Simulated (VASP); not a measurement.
# BaTiO3 (P4mm) in VASP: single point with PBE

Aim: the single point of BaTiO3 with PBE.

All numbers are computed with VASP 6.6.1; they aren't measurements. Logs are shortened: lines on timing, memory, paths and dates and some standing lists are left out, and cuts for length are marked.

**1. The cell of the first run**

It takes space group P4mm (No. 99, tetragonal). The conventional cell has a = 4.027 Å, b = 4.027 Å, c = 4.061 Å, α = 90.00°, β = 90.00°, γ = 90.00°. Within 2.5 Å of Ti (site symmetry 4mm) lie 6 O at 1.90 to 2.16 Å. O (site symmetry 2mm) has 2 Ti at 2.02 Å and 4 Ba at 2.80 to 2.92 Å and 8 O at 2.85 to 2.86 Å within 3.0 Å. O (site symmetry 4mm) has 2 Ti at 1.90 to 2.16 Å within 2.5 Å. Within 3.7 Å of Ba (site symmetry 4mm) lie 12 O at 2.80 to 2.92 Å and 8 Ti at 3.47 to 3.52 Å.

**2. Single point, PBE**

Contents of POSCAR:

```
BaTiO3
1.0
    4.0268655600      0.0000000000      0.0000000000
    0.0000000000      4.0268655600      0.0000000000
    0.0000000000      0.0000000000      4.0606623800
Ti O Ba
1 3 1
Direct
    0.5000000000      0.5000000000      0.5100000000
    0.5000000000      0.0000000000      0.4790000000
    0.0000000000      0.5000000000      0.4790000000
    0.5000000000      0.5000000000      0.9780000000
    0.0000000000      0.0000000000      0.0000000000
```

Contents of INCAR.step1:

```
PREC     = Accurate       # precision mode
ENCUT    = 520            # plane-wave cutoff, eV
EDIFF    = 1E-6           # SCF threshold, eV
ISMEAR   = 1              # smearing method
SIGMA    = 0.0257         # smearing width, eV
LREAL    = F              # projectors in reciprocal space
LASPH    = T              # aspherical terms in the spheres
NELM     = 60             # most SCF steps
ALGO     = Normal         # electronic algorithm
ISIF     = 2              # what is computed and relaxed
LWAVE    = F              # write WAVECAR
LCHARG   = T              # write CHGCAR
LMAXMIX  = 4              # l up to which the mixer works
GGA      = PE             # functional
NBANDS   = 28             # bands
```

Contents of KPOINTS.step1:

```
Automatic mesh
0
Gamma
  6 6 6
```

Contents of INCAR.step2:

```
PREC     = Accurate       # precision mode
ENCUT    = 520            # plane-wave cutoff, eV
EDIFF    = 1E-6           # SCF threshold, eV
ISMEAR   = -5             # smearing method
SIGMA    = 0.0257         # smearing width, eV
LREAL    = F              # projectors in reciprocal space
LASPH    = T              # aspherical terms in the spheres
NELM     = 60             # most SCF steps
ALGO     = Normal         # electronic algorithm
ISIF     = 2              # what is computed and relaxed
LWAVE    = F              # write WAVECAR
LCHARG   = F              # write CHGCAR
LMAXMIX  = 4              # l up to which the mixer works
GGA      = PE             # functional
LORBIT   = 11             # projections on sites
NBANDS   = 28             # bands
NEDOS    = 1001           # points of the DOS
ICHARG   = 11             # starting density
```

Contents of KPOINTS.step2:

```
Automatic mesh
0
Gamma
  9 9 9
```

Potentials or basis: VASP PAW PBE potentials, release 64 (Ti_sv, O, Ba_sv).

Started as:

```
cat potpaw_PBE.64/Ti_sv/POTCAR potpaw_PBE.64/O/POTCAR potpaw_PBE.64/Ba_sv/POTCAR > POTCAR
cp INCAR.step1 INCAR
cp KPOINTS.step1 KPOINTS
mpirun -np 1 vasp_std > vasp.out
cp INCAR.step2 INCAR
cp KPOINTS.step2 KPOINTS
mpirun -np 1 vasp_std > vasp.out
```

OUTCAR:

```text
PREC = Accurate
   ENCUT = 520
   EDIFF = 1E-6
   ISMEAR = -5
   LREAL = F
   LASPH = T
   NELM = 60
   ISIF = 2
   GGA = PE
   LORBIT = 11
   ICHARG = 11

 ion  position               nearest neighbor table
   1  0.500  0.500  0.510-   4 1.90   3 2.02   2 2.02   2 2.02   3 2.02   4 2.16   5 3.47   5 3.47
                             5 3.47   5 3.47   5 3.52   5 3.52   5 3.52   5 3.52
   2  0.500  0.000  0.479-   1 2.02   1 2.02   5 2.80   5 2.80   5 2.92   5 2.92
   3  0.000  0.500  0.479-   1 2.02   1 2.02   5 2.80   5 2.80   5 2.92   5 2.92
   4  0.500  0.500  0.978-   1 1.90   1 2.16   5 2.85   5 2.85   5 2.85   5 2.85
   5  0.000  0.000  0.000-   2 2.80   3 2.80   3 2.80   2 2.80   4 2.85   4 2.85   4 2.85   4 2.85
                             2 2.92   3 2.92   2 2.92   3 2.92   1 3.47   1 3.47   1 3.47   1 3.47

  LATTYP: Found a simple tetragonal cell.
 ALAT       =     4.0268655600
 C/A-ratio  =     1.0083928354

  Lattice vectors:

 A1 = (   4.0268655600,   0.0000000000,   0.0000000000)
 A2 = (   0.0000000000,   4.0268655600,   0.0000000000)
 A3 = (   0.0000000000,   0.0000000000,   4.0606623800)

Analysis of symmetry for initial positions (statically):
=====================================================================
 Subroutine PRICEL returns:
 Original cell was already a primitive cell.

 Routine SETGRP: Setting up the symmetry group for a
 simple tetragonal supercell.

 Subroutine GETGRP returns: Found  8 space group operations
 (whereof  8 operations were pure point group operations)
 out of a pool of 16 trial point group operations.

The static configuration has the point symmetry C_4v.

Analysis of symmetry for dynamics (positions and initial velocities):
=====================================================================
 Subroutine PRICEL returns:
 Original cell was already a primitive cell.

 Routine SETGRP: Setting up the symmetry group for a
 simple tetragonal supercell.

 Subroutine GETGRP returns: Found  8 space group operations
 (whereof  8 operations were pure point group operations)
 out of a pool of 16 trial point group operations.

The dynamic configuration has the point symmetry C_4v.

 Subroutine INISYM returns: Found  8 space group operations
 (whereof  8 operations are pure point group operations),
 and found     1 'primitive' translations

----------------------------------------------------------------------------------------

                                     Primitive cell

  volume of cell :      65.8463

  direct lattice vectors                    reciprocal lattice vectors
     4.026865560  0.000000000  0.000000000     0.248332105  0.000000000  0.000000000
     0.000000000  4.026865560  0.000000000     0.000000000  0.248332105  0.000000000
     0.000000000  0.000000000  4.060662380     0.000000000  0.000000000  0.246265241

  length of vectors
     4.026865560  4.026865560  4.060662380     0.248332105  0.248332105  0.246265241

  position of ions in fractional coordinates (direct lattice)
     0.500000000  0.500000000  0.510000000
     0.500000000  0.000000000  0.479000000
     0.000000000  0.500000000  0.479000000
     0.500000000  0.500000000  0.978000000
     0.000000000  0.000000000  0.000000000

  ion indices of the primitive-cell ions
   primitive index   ion index
                 1           1
                 2           2
                 3           3
                 4           4
                 5           5

----------------------------------------------------------------------------------------

 KPOINTS: Automatic mesh

Automatic generation of k-mesh.
 Grid dimensions read from file:
 generate k-points for:    9    9    9

 Generating k-lattice:

  Cartesian coordinates                     Fractional coordinates (reciprocal lattice)
     0.027592456  0.000000000  0.000000000     0.111111111  0.000000000  0.000000000
     0.000000000  0.027592456  0.000000000     0.000000000  0.111111111  0.000000000
     0.000000000  0.000000000  0.027362805     0.000000000  0.000000000  0.111111111

  Length of vectors
     0.027592456  0.027592456  0.027362805

  Shift w.r.t. Gamma in fractional coordinates (k-lattice)
     0.000000000  0.000000000  0.000000000

 TETIRR: Found   1075 inequivalent tetrahedra from     4374

 Subroutine IBZKPT returns following result:
 ===========================================

 Found     75 irreducible k-points:

 Following reciprocal coordinates:
            Coordinates               Weight
  0.000000  0.000000  0.000000      1.000000
  0.111111  0.000000  0.000000      4.000000
  0.222222  0.000000  0.000000      4.000000
  0.333333  0.000000  0.000000      4.000000
  0.444444  0.000000  0.000000      4.000000
  0.111111  0.111111  0.000000      4.000000
[... 16 lines left out ...]
  0.333333  0.111111  0.111111     16.000000
  0.444444  0.111111  0.111111     16.000000
 [... further k-points ...]
   k-points           NKPTS =     75   k-points in BZ     NKDIM =     75   number of bands    NBANDS=     28
   number of dos      NEDOS =   1001   number of ions     NIONS =      5
   total plane-waves  NPLWV =  27000
   dimension x,y,z NGX =    30 NGY =   30 NGZ =   30
   dimension x,y,z NGXF=    60 NGYF=   60 NGZF=   60
   ions per type =               1   3   1
   NGX,Y,Z   is equivalent  to a cutoff of  12.39, 12.39, 12.28 a.u.
   NGXF,Y,Z  is equivalent  to a cutoff of  24.77, 24.77, 24.56 a.u.
 SYSTEM =  unknown system
   PREC   = accura    normal or accurate (medium, high low for compatibility)
   ISTART =      0    job   : 0-new  1-cont  2-samecut
   ICHARG =     11    charge: 1-file 2-atom 10-const
   ISPIN  =      1    spin polarized calculation?
   LNONCOLLINEAR =      F non collinear calculations
   LSORBIT =      F    spin-orbit coupling
   LASPH  =      T    aspherical Exc in radial PAW
   ENCUT  =  520.0 eV  38.22 Ry    6.18 a.u.   7.49  7.49  7.55*2*pi/ulx,y,z
   NELM   =     60;   NELMIN=  2; NELMDL=  0     # of ELM steps
   EDIFF  = 0.1E-05   stopping-criterion for ELM
   LREAL  =      F    real-space projection
   EDIFFG = 0.1E-04   stopping-criterion for IOM
   NSW    =      0    number of steps for IOM
   IBRION =     -1    ionic relax: 0-MD 1-quasi-New 2-CG
   NFREE  =      0    steps in history (QN), initial steepest desc. (CG)
   ISIF   =      2    stress and relaxation
   ISYM   =      2    0-nonsym 1-usesym 2-fastsym
   POTIM  = 0.5000    time-step for ionic-motion
   TEBEG  =    0.0;   TEEND  =   0.0 temperature during run
   PSTRESS=    0.0 pullay stress
   NELECT =      40.0000    total number of electrons
   NUPDOWN=      -1.0000    fix difference up-down
   EMIN   =  10.00;   EMAX   =-10.00  energy-range for DOS
   EFERMI =   0.00;   METHOD = LEGACY
   ISMEAR =    -5;   SIGMA  =   0.03  broadening in eV -4-tet -1-fermi 0-gaus
   EFERMI_NEDOS =   21; number of points for ismear=-14 and -15
   IALGO  =     38    algorithm
   IMIX   =      4    mixing-type and parameters
     AMIX     =   0.40;   BMIX     =  1.00
     AMIX_MAG =   1.60;   BMIX_MAG =  1.00
  volume/ion in A,a.u.               =      13.17        88.87
  Fermi-wavevector in a.u.,A,eV,Ry     =   1.386493  2.620092 26.155346  1.922364
  Thomas-Fermi vector in A             =   2.510804
   LORBIT       =     11    0 simple, 1 ext, 2 COOP (PROOUT), +10 PAW based schemes
   GGA     = PE    functional components
   LHFCALC =     F    Hartree Fock is set to
   AEXX    =    0.0000 exact exchange contribution
   IVDW    =     0    specifies the selected vdW correction
   LEPSILON=     F    determine dielectric tensor
   LRPA    =     F    only Hartree local field effects (RPA)
 non-spin polarized calculation
 Fermi weights with tetrahedron method with Bloechl corrections
  energy-cutoff  :      520.00
  volume of cell :       65.85
 maximum number of plane-waves:      1794
 NGX is ok and might be reduce to    30

 number of electron      39.9999981 magnetization

 Free energy of the ion-electron system (eV)
  ---------------------------------------------------
  ext. energy  EPLUGINS =         0.00000000
  ---------------------------------------------------
  free energy    TOTEN  =       -40.00615917 eV

  energy without entropy =      -40.00615917  energy(sigma->0) =      -40.00615917

 E-fermi :   3.6367     XC(G=0): -11.1148

 val. band max:        3.6090026235   @ k =   0.4444   0.4444   0.4444
 cond. band min:       5.4021204750   @ k =   0.0000   0.0000   0.0000
 fundamental gap:      1.7931178514
 Fermi energy:         3.6367330376

 k-point     1 :       0.0000    0.0000    0.0000
  band No.  band energies     occupation
      1     -53.0236      2.00000
      2     -29.2547      2.00000
      3     -29.2231      2.00000
      4     -29.2231      2.00000
      5     -21.2543      2.00000
      6     -13.2036      2.00000
[... 20 lines left out ...]
     27       8.7077      0.00000
     28      10.6942      0.00000

 k-point     2 :       0.1111    0.0000    0.0000
  band No.  band energies     occupation
      1     -53.0235      2.00000
      2     -29.2546      2.00000
      3     -29.2287      2.00000
      4     -29.2229      2.00000
      5     -21.2422      2.00000
      6     -13.2077      2.00000
[... 20 lines left out ...]
     27       8.9341      0.00000
     28      10.9873      0.00000

 k-point     3 :       0.2222    0.0000    0.0000
  band No.  band energies     occupation
      1     -53.0232      2.00000
      2     -29.2540      2.00000
      3     -29.2426      2.00000
      4     -29.2224      2.00000
      5     -21.2112      2.00000
      6     -13.2466      2.00000
[... 616 lines left out ...]
      3     -29.2574      2.00000
      4     -29.2270      2.00000
      5     -21.1581      2.00000
      6     -13.2384      2.00000
[... 20 lines left out ...]
     27      10.7052      0.00000
     28      12.0507      0.00000

 k-point    24 :       0.4444    0.1111    0.1111
  band No.  band energies     occupation
      1     -53.0225      2.00000
      2     -29.2681      2.00000
      3     -29.2577      2.00000
      4     -29.2266      2.00000
      5     -21.1361      2.00000
      6     -13.2841      2.00000
[... 20 lines left out ...]
     27      11.2912      0.00000
     28      12.1556      0.00000

 [... further k-points ...]

------------------------ aborting loop because EDIFF is reached ----------------------------------------

  FORCE on cell =-STRESS in cart. coord.  units (eV):
  Direction    XX          YY          ZZ          XY          YZ          ZX
  --------------------------------------------------------------------------------------
  -------------------------------------------------------------------------------------
  Total        0.0475710      0.0475710      0.2727620      0.0000000     -0.0000000      0.0000000
  in kB        1.1575030      1.1575030      6.6368705      0.0000000     -0.0000000      0.0000000
  external PRESSURE =       2.9839589 kB  Pullay stress =       0.0000000 kB

 VOLUME and BASIS-vectors are now :
 -----------------------------------------------------------------------------
  energy-cutoff  :      520.00
  volume of cell :       65.85
      direct lattice vectors                 reciprocal lattice vectors
     4.026865560  0.000000000  0.000000000     0.248332105  0.000000000  0.000000000
     0.000000000  4.026865560  0.000000000     0.000000000  0.248332105  0.000000000
     0.000000000  0.000000000  4.060662380     0.000000000  0.000000000  0.246265241

 POSITION                                       TOTAL-FORCE (eV/Angst)
 -----------------------------------------------------------------------------------
      2.01343      2.01343      2.07094         0.000000      0.000000      0.222186
      2.01343      0.00000      1.94506         0.000000     -0.000000      0.173485
      0.00000      2.01343      1.94506         0.000000     -0.000000      0.173485
      2.01343      2.01343      3.97133         0.000000     -0.000000     -0.483617
      0.00000      0.00000      0.00000         0.000000     -0.000000     -0.085540
 -----------------------------------------------------------------------------------
    total drift:                                0.000000      0.000000     -0.000112

  FREE ENERGIE OF THE ION-ELECTRON SYSTEM (eV)
  ---------------------------------------------------
  free  energy   TOTEN  =       -40.0061591674 eV

  energy  without entropy=      -40.0061591674  energy(sigma->0) =      -40.00615917

 total charge

# of ion       s       p       d       tot
------------------------------------------
    1        2.207   6.254   1.701  10.161
    2        1.563   3.457   0.000   5.019
    3        1.563   3.457   0.000   5.019
    4        1.566   3.456   0.000   5.021
    5        2.006   5.648   0.315   7.970
--------------------------------------------------
tot          8.904  22.271   2.016  33.191
```

Run time: 3.6 min. Hardware: 1 thread of Intel Xeon 8259CL, shared host; peak memory 0.26 GiB.

Results:

```
Valence electrons inside the program's atomic spheres : Ti 10.16; O 5.02; Ba 7.97
```

Levels at points of the mesh, in eV from the valence-band top:
| k point | band 18 | band 19 | band 20 | band 21 | band 22 | band 23 |
| --- | --- | --- | --- | --- | --- | --- |
| (0.00, 0.00, 0.00) | -0.30 | -0.27 | -0.27 | 1.79 | 2.05 | 2.05 |

Caveat: spin-orbit coupling is left out, which moves the levels of the heavy elements.
